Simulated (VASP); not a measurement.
Input of a VASP 6.6.1 run:

INCAR

```
ALGO = Normal
EDIFF = 1E-6
ENCUT = 520
GGA = PE
GGA_COMPAT = False
ISIF = 2
ISMEAR = -1
LASPH = True
LCHARG = False
LMAXMIX = 4
LNONCOLLINEAR = True
LORBIT = 11
LORBMOM = True
LREAL = False
LSORBIT = True
LWAVE = False
MAGMOM = 0 0 0
NBANDS = 21
NELM = 150
PREC = Accurate
SIGMA = 0.05
```

File KPOINTS:

```
k-points
0
Gamma
  9 9 9
```

Contents of POSCAR:

```
Pd
1.0
    0.0000000000      1.9465000000      1.9465000000
    1.9465000000      0.0000000000      1.9465000000
    1.9465000000      1.9465000000      0.0000000000
Pd
1
Direct
    0.0000000000      0.0000000000      0.0000000000
```

Potentials or basis: VASP PAW PBE potentials, release 64 (Pd).

Launch:

```sh
$ cat potpaw_PBE.64/Pd/POTCAR > POTCAR
$ mpirun -np 1 vasp_ncl > vasp.out
```

(1) Predict the net moment.

(2) What does it give for the pressure?

Answers

(1) 0.00 μB per cell.

(2) 6.6 GPa.
